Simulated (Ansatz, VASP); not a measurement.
# Two plane-wave programs on Yb2P6Os

```xyz
9
Lattice="0.0000 4.2975 4.2975 4.2975 0.0000 4.2975 4.2975 4.2975 0.0000" Properties=species:S:1:pos:R:3 pbc="T T T"
Yb    2.1487    2.1487    2.1487
Yb    6.4462    6.4462    6.4462
P     4.2975    6.2113    4.2975
P     4.2975    4.2975    2.3837
P     4.2975    4.2975    6.2113
P     4.2975    2.3837    4.2975
P     6.2113    4.2975    4.2975
P     2.3837    4.2975    4.2975
Os    0.0000    0.0000    0.0000
```

Alike in both runs: task single point; functional PBE; k mesh 8 × 8 × 8; occupations gaussian, width 0.1 eV; no spin polarisation.

```csv
,VASP,Ansatz
version,VASP 6.6.1,Ansatz 0.2.0
potentials or method,"VASP PAW PBE potentials, release 64 (Yb, P, Os), cutoff 600 eV","scalar-relativistic, plane waves, PAW"
valence electrons in the cell,86,94
```

|  | VASP | Ansatz | Ansatz less VASP |
| --- | --- | --- | --- |
| gap on the k mesh at the Fermi level (eV) | none | none | - |
| pressure (GPa) | 0.4 | 0.0 | -0.38 |
| rms of the force components (eV/Å) | 0.015 | 0.001 | -0.0140 |

Atom by atom the forces differ by 0.014 eV/Å (rms over components). A gap of «none» marks a metal or a gap that the smearing closes. VASP's potentials hold 86 valence electrons a cell and Ansatz's 94, so a difference there can come from the potentials and not from the codes.

Spin-orbit coupling is off throughout.
